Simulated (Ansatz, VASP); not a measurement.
# One calculation of SrO, two programs

File POSCAR:

```
SrO
1.0
    0.0000000000      2.5798923265      2.5798923265
    2.5798923265      0.0000000000      2.5798923265
    2.5798923265      2.5798923265      0.0000000000
Sr O
1 1
Direct
    0.0000000000      0.0000000000      0.0000000000
    0.5000000000      0.5000000000      0.5000000000
```

Contents of INCAR.step1:

```
SYSTEM = SrO
ALGO = Normal ; EDIFF = 1E-5
ENCUT = 520 ; GGA = PE
ISIF = 2 ; ISMEAR = 0
LASPH = .TRUE. ; LCHARG = .FALSE.
LREAL = .FALSE. ; LWAVE = .TRUE.
NBANDS = 15 ; NELM = 60
PREC = Accurate ; SIGMA = 0.01
```

INCAR.step2

```
SYSTEM = SrO
AEXX = 0.25 ; ALGO = Normal
EDIFF = 1E-7 ; ENCUT = 520
GGA = PE ; ISIF = 2
ISMEAR = 0 ; ISTART = 1
LASPH = .TRUE. ; LCHARG = .FALSE.
LHFCALC = .TRUE. ; LREAL = .FALSE.
LWAVE = .FALSE. ; NBANDS = 15
NELM = 60 ; PREC = Accurate
PRECFOCK = Normal ; SIGMA = 0.01
```

KPOINTS

```
k-points
0
G
  6 6 6
  0 0 0
```

Input for Ansatz:

```yaml
crystal:
  lattice:
    - [0.0, 2.5798923265, 2.5798923265]
    - [2.5798923265, 0.0, 2.5798923265]
    - [2.5798923265, 2.5798923265, 0.0]
  atoms:
    - { symbol: Sr, position: [0.0, 0.0, 0.0] }
    - { symbol: O, position: [0.5, 0.5, 0.5] }
kpoints:
  mp_grid: { grid: [6, 6, 6] }
  band_path:
    path:
      - [0.0, 0.0, 0.0]
      - [0.5, 0.0, 0.5]
      - [0.625, 0.25, 0.625]
      - [0.375, 0.375, 0.75]
      - [0.5, 0.5, 0.5]
      - [0.5, 0.25, 0.75]
      - [0.0, 0.5, 0.5]
    npoints: 1
hamiltonian:
  xc: pbe0
scf:
  occupations: { method: fixed }
  n_extra_bands: 4
output:
  forces: true
  stress: true
  eigenvalues: true
```

Alike in both runs: task single point; functional PBE0; k mesh 6 × 6 × 6; no spin polarisation.

|  | VASP | Ansatz |
| --- | --- | --- |
| version | VASP 6.6.1 | Ansatz 0.2.0 |
| potentials or method | VASP PAW PBE potentials, release 64 (Sr_sv, O) | plane waves, PAW |
| plane-wave cutoff (eV) | 520 | 420 |
| occupations | gaussian, width 0.01 eV | fixed |
| valence electrons in the cell | 16 | 16 |

|  | VASP | Ansatz | Ansatz less VASP |
| --- | --- | --- | --- |
| gap on the k mesh at the Fermi level (eV) | 5.49 | 5.53 | +0.041 |
| pressure (GPa) | 0.1 | -0.4 | -0.50 |

Ansatz's warnings: stress exchange threshold loose, stress scf threshold loose.
